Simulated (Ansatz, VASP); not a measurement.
## ZnO: VASP beside Ansatz

```
CELL_PARAMETERS angstrom
3.41530 0.00000 0.00000
-1.70765 2.95773 0.00000
0.00000 0.00000 4.67629
ATOMIC_POSITIONS crystal
Zn 0.33333 0.66667 0.00124
Zn 0.66667 0.33333 0.50124
O 0.33333 0.66667 0.38086
O 0.66667 0.33333 0.88086
```

Alike in both runs: task single point; functional r2SCAN; k mesh 12 × 12 × 6; occupations gaussian, width 0.05 eV; no spin polarisation.

```csv
,VASP,Ansatz
version,VASP 6.6.1,Ansatz 0.2.0
potentials or method,"VASP PAW PBE potentials, release 64 (Zn, O), cutoff 520 eV","scalar-relativistic, plane waves, PAW"
valence electrons in the cell,36,36
```

```tsv
	VASP	Ansatz	Ansatz less VASP
gap on the k mesh at the Fermi level (eV)	1.22	1.23	+0.014
least direct gap on the mesh (eV)	1.22	1.23	+0.014
pressure (GPa)	7.6	6.3	-1.31
traceless stress, the component that is largest in VASP (GPa)	32.11	30.53	-1.577
rms of the force components (eV/Å)	1.641	1.542	-0.0992
```

VASP's potentials were made for PBE, not for r2SCAN. Atom by atom the forces differ by 0.099 eV/Å (rms over components).
